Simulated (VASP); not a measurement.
# NiO in VASP: further runs, part 2 of 2

VASP 6.6.1. The steps go on from the part before.

## (3) Single point, PBE, collinear spin, ferromagnetic start

This run uses another cell than the first one, of 9.37 Å³/atom.

File INCAR:

```
ALGO = Normal
EDIFF = 1E-7
ENCUT = 520
GGA = PE
ISIF = 2
ISMEAR = 0
ISPIN = 2
LASPH = True
LCHARG = True
LELF = True
LMAXMIX = 4
LORBIT = 11
LREAL = False
LVHAR = True
LWAVE = False
MAGMOM = 2 2 0 0
NBANDS = 28
NELM = 150
PREC = Accurate
SIGMA = 0.05
```

File KPOINTS:

```
k-points
0
Gamma
  10 10 10
```

File POSCAR:

```
NiO
1.0
   -2.1084194088     -2.1084194088      4.2168388176
   -4.2168388176     -2.1084194088      2.1084194088
   -2.1084194088     -4.2168388176      2.1084194088
Ni O
2 2
Direct
    0.0000000000      0.0000000000      0.0000000000
    0.5000000000      0.5000000000      0.5000000000
    1.2500000000     -0.7500000000     -0.7500000000
    1.7500000000     -0.2500000000     -0.2500000000
```

Potentials or basis: VASP PAW PBE potentials, release 64 (Ni, O).

The run is started by

```console
$ cat potpaw_PBE.64/Ni/POTCAR potpaw_PBE.64/O/POTCAR > POTCAR
$ mpirun -np 1 vasp_std > vasp.out
```

OUTCAR:

```text
EDIFF = 1E-7
   ENCUT = 520
   GGA = PE
   ISIF = 2
   ISMEAR = 0
   ISPIN = 2
   LASPH = True
   LORBIT = 11
   LREAL = False
   NELM = 150
   PREC = Accurate

 ion  position               nearest neighbor table
   1  0.000  0.000  0.000-   4 2.11   4 2.11   4 2.11   3 2.11   3 2.11   3 2.11   2 2.98   2 2.98
                             2 2.98   2 2.98   2 2.98   2 2.98
   2  0.500  0.500  0.500-   3 2.11   3 2.11   3 2.11   4 2.11   4 2.11   4 2.11   1 2.98   1 2.98
                             1 2.98   1 2.98   1 2.98   1 2.98
   3  0.250  0.250  0.250-   1 2.11   1 2.11   1 2.11   2 2.11   2 2.11   2 2.11
   4  0.750  0.750  0.750-   2 2.11   2 2.11   2 2.11   1 2.11   1 2.11   1 2.11

  LATTYP: Found a trigonal (rhomboedric) cell.
 ALAT       =     5.1645517153
 COS(alpha) =     0.8333333333

  Lattice vectors:

 A1 = (  -2.1084194088,  -2.1084194088,   4.2168388176)
 A2 = (  -4.2168388176,  -2.1084194088,   2.1084194088)
 A3 = (  -2.1084194088,  -4.2168388176,   2.1084194088)

Analysis of symmetry for initial positions (statically):
=====================================================================
 Subroutine PRICEL returns following result:

  LATTYP: Found a face centered cubic cell.
 ALAT       =     4.2168388176
[... 12 lines left out ...]
 Subroutine GETGRP returns: Found 12 space group operations
 (whereof 12 operations were pure point group operations)
 out of a pool of 12 trial point group operations.

The static configuration has the point symmetry D_3d.

Analysis of symmetry for dynamics (positions and initial velocities):
=====================================================================
 Subroutine PRICEL returns following result:

  LATTYP: Found a face centered cubic cell.
 ALAT       =     4.2168388176
[... 12 lines left out ...]
 Subroutine GETGRP returns: Found 12 space group operations
 (whereof 12 operations were pure point group operations)
 out of a pool of 12 trial point group operations.

The dynamic configuration has the point symmetry D_3d.

Analysis of structural, dynamic, and magnetic symmetry:
=====================================================================
 Subroutine PRICEL returns following result:

  LATTYP: Found a face centered cubic cell.
 ALAT       =     4.2168388176
[... 12 lines left out ...]
 Subroutine GETGRP returns: Found 12 space group operations
 (whereof 12 operations were pure point group operations)
 out of a pool of 12 trial point group operations.

The overall configuration has the point symmetry D_3d.

 Subroutine INISYM returns: Found 12 space group operations
 (whereof 12 operations are pure point group operations),
 and found     2 'primitive' translations

----------------------------------------------------------------------------------------

                                     Primitive cell

  volume of cell :      18.7457

  direct lattice vectors                    reciprocal lattice vectors
     2.108419409 -2.108419409  0.000000000     0.237144468 -0.237144468  0.237144468
     0.000000000 -2.108419409 -2.108419409    -0.237144468 -0.237144468 -0.237144468
[... 79 lines left out ...]
   ISPIN  =      2    spin polarized calculation?
   LNONCOLLINEAR =      F non collinear calculations
   LSORBIT =      F    spin-orbit coupling
   LASPH  =      T    aspherical Exc in radial PAW
   ENCUT  =  520.0 eV  38.22 Ry    6.18 a.u.   9.60  9.60  9.60*2*pi/ulx,y,z
   NELM   =    150;   NELMIN=  2; NELMDL= -5     # of ELM steps
   EDIFF  = 0.1E-06   stopping-criterion for ELM
   LREAL  =      F    real-space projection
   EDIFFG = 0.1E-05   stopping-criterion for IOM
   NSW    =      0    number of steps for IOM
   IBRION =     -1    ionic relax: 0-MD 1-quasi-New 2-CG
   NFREE  =      0    steps in history (QN), initial steepest desc. (CG)
   ISIF   =      2    stress and relaxation
   ISYM   =      2    0-nonsym 1-usesym 2-fastsym
   POTIM  = 0.5000    time-step for ionic-motion
   TEBEG  =    0.0;   TEEND  =   0.0 temperature during run
   PSTRESS=    0.0 pullay stress
   NELECT =      32.0000    total number of electrons
   NUPDOWN=      -1.0000    fix difference up-down
   EMIN   =  10.00;   EMAX   =-10.00  energy-range for DOS
   EFERMI =   0.00;   METHOD = LEGACY
   ISMEAR =     0;   SIGMA  =   0.05  broadening in eV -4-tet -1-fermi 0-gaus
   EFERMI_NEDOS =   21; number of points for ismear=-14 and -15
   IALGO  =     38    algorithm
   IMIX   =      4    mixing-type and parameters
     AMIX     =   0.40;   BMIX     =  1.00
     AMIX_MAG =   1.60;   BMIX_MAG =  1.00
  volume/ion in A,a.u.               =       9.37        63.25
  Fermi-wavevector in a.u.,A,eV,Ry     =   1.552915  2.934585 32.811082  2.411547
  Thomas-Fermi vector in A             =   2.657222
   LORBIT       =     11    0 simple, 1 ext, 2 COOP (PROOUT), +10 PAW based schemes
   GGA     = PE    functional components
   LHFCALC =     F    Hartree Fock is set to
   AEXX    =    0.0000 exact exchange contribution
   IVDW    =     0    specifies the selected vdW correction
   LEPSILON=     F    determine dielectric tensor
   LRPA    =     F    only Hartree local field effects (RPA)
 spin polarized calculation
 Gauss-broadening in eV      SIGMA  =   0.05
  energy-cutoff  :      520.00
  volume of cell :       37.49
 maximum number of plane-waves:      1033
   NGX = 19   NGY = 19   NGZ = 19

 number of electron      32.0000003 magnetization       3.5777975

 Free energy of the ion-electron system (eV)
  ---------------------------------------------------
  ext. energy  EPLUGINS =         0.00000000
  ---------------------------------------------------
  free energy    TOTEN  =       -22.95845099 eV

  energy without entropy =      -22.95582353  energy(sigma->0) =      -22.95713726

 E-fermi :   7.4654     XC(G=0): -12.5115

 val. band max:        7.4623974714   @ k =  -0.4000   0.5000   0.1000
 cond. band min:       7.4798878930   @ k =   0.5000   0.5000   0.2000
 fundamental gap:      0.0174904216
 Fermi energy:         7.4654417720

 spin component 1

 k-point     1 :       0.0000    0.0000    0.0000
  band No.  band energies     occupation
      1     -12.6095      1.00000
      2     -11.3092      1.00000
      3      -0.4671      1.00000
      4       1.7471      1.00000
      5       1.7471      1.00000
      6       4.3479      1.00000
[... 733 lines left out ...]
     27      25.5345      0.00000
     28      28.4777      0.00000

 [... further k-points ...]

 spin component 2

 k-point     1 :       0.0000    0.0000    0.0000
  band No.  band energies     occupation
      1     -12.1590      1.00000
      2     -10.8102      1.00000
      3      -0.0908      1.00000
      4       2.8895      1.00000
      5       2.8897      1.00000
      6       5.1304      1.00000
[... 733 lines left out ...]
     27      25.8536      0.00000
     28      28.7867      0.00000

 [... further k-points ...]

------------------------ aborting loop because EDIFF is reached ----------------------------------------

  FORCE on cell =-STRESS in cart. coord.  units (eV):
  Direction    XX          YY          ZZ          XY          YZ          ZX
  --------------------------------------------------------------------------------------
  -------------------------------------------------------------------------------------
  Total       -0.0730224     -0.0730224     -0.0730224      0.0035525     -0.0035525     -0.0035525
  in kB       -3.1205838     -3.1205838     -3.1205838      0.1518164     -0.1518164     -0.1518164
  external PRESSURE =      -3.1205838 kB  Pullay stress =       0.0000000 kB

 VOLUME and BASIS-vectors are now :
 -----------------------------------------------------------------------------
  energy-cutoff  :      520.00
  volume of cell :       37.49
      direct lattice vectors                 reciprocal lattice vectors
    -2.108419409 -2.108419409  4.216838818     0.118572234  0.118572234  0.355716703
    -4.216838818 -2.108419409  2.108419409    -0.355716703  0.118572234 -0.118572234
    -2.108419409 -4.216838818  2.108419409     0.118572234 -0.355716703 -0.118572234

 POSITION                                       TOTAL-FORCE (eV/Angst)
 -----------------------------------------------------------------------------------
      0.00000      0.00000      0.00000        -0.000000     -0.000000     -0.000000
     -4.21684     -4.21684      4.21684        -0.000000      0.000000      0.000000
     -2.10842     -2.10842      2.10842         0.000000      0.000000      0.000000
     -6.32526     -6.32526      6.32526         0.000000     -0.000000     -0.000000
 -----------------------------------------------------------------------------------
    total drift:                                0.000000      0.000000      0.000000

  FREE ENERGIE OF THE ION-ELECTRON SYSTEM (eV)
  ---------------------------------------------------
  free  energy   TOTEN  =       -22.9584509932 eV

  energy  without entropy=      -22.9558235258  energy(sigma->0) =      -22.95713726

 total charge

# of ion       s       p       d       tot
------------------------------------------
    1        0.323   0.384   8.225   8.932
    2        0.323   0.384   8.225   8.932
    3        1.556   3.410   0.000   4.967
    4        1.556   3.410   0.000   4.967
--------------------------------------------------
tot          3.759   7.588  16.449  27.796

 magnetization (x)

# of ion       s       p       d       tot
------------------------------------------
    1        0.011   0.015   1.443   1.469
    2        0.011   0.015   1.443   1.469
    3        0.027   0.247   0.000   0.275
    4        0.027   0.247   0.000   0.275
--------------------------------------------------
tot          0.077   0.524   2.886   3.487
```

Wall time 14 min (1 thread of Oxide Virtual Turin-like, shared host); peak memory 0.36 GiB.

Results:

- Free energy: -22.9585 eV
- Pressure: -0.3 GPa
- Net moment: 3.58 μB per cell
- Site moments: Ni +1.47; O +0.28 μB
- Valence electrons inside the program's atomic spheres: Ni 8.93; O 4.97

Levels at points of the mesh, in eV from the Fermi level:
Spin up:
```tsv
k point	band 15	band 16	band 17	band 18	band 19	band 20	band 21	band 22
(0.00, 0.00, 0.00)	-1.95	-1.43	0.23	0.23	1.40	5.55	9.71	13.84
(0.50, 0.00, 0.00)	-1.17	-1.17	-0.99	-0.99	7.29	7.29	9.59	9.59
(0.50, 0.50, 0.00)	-1.65	-1.43	0.23	0.23	5.55	5.96	9.71	10.40
(0.50, 0.50, 0.50)	-0.77	-0.77	-0.77	-0.77	4.12	4.12	12.03	12.03
```
Spin down:
```csv
k point,band 12,band 13,band 14,band 15,band 16,band 17
"(0.00, 0.00, 0.00)",-0.92,-0.92,-0.56,-0.53,-0.52,1.75
"(0.50, 0.00, 0.00)",-0.82,-0.65,-0.65,1.01,1.01,1.04
"(0.50, 0.50, 0.00)",-0.74,-0.74,-0.56,-0.12,0.36,2.19
"(0.50, 0.50, 0.50)",-1.31,-1.13,-1.13,1.09,1.09,1.09
```

Caveat: semilocal functionals often make such compounds metallic where correlation or magnetic order opens a gap, which also shifts bond lengths.

## (4) Comparison with measurements

Step 3. Measured gap of NiO: 4.3 eV (quoted in “Local correlations, non-local screening, multiplets, and band formation in NiO”, 2012, arxiv:1210.6675). This calculation gives 0.00 eV (-4.30 eV). So large a miss can be the level of theory's own, or it may mean another phase, state or a wrong row. The value is that of PBE on a finite k mesh, which can miss the band edges, without temperature or zero-point motion. Semilocal functionals fall short of measured gaps as a rule. The run's magnetic order (collinear spin, ferromagnetic start) needn't be the measured crystal's.
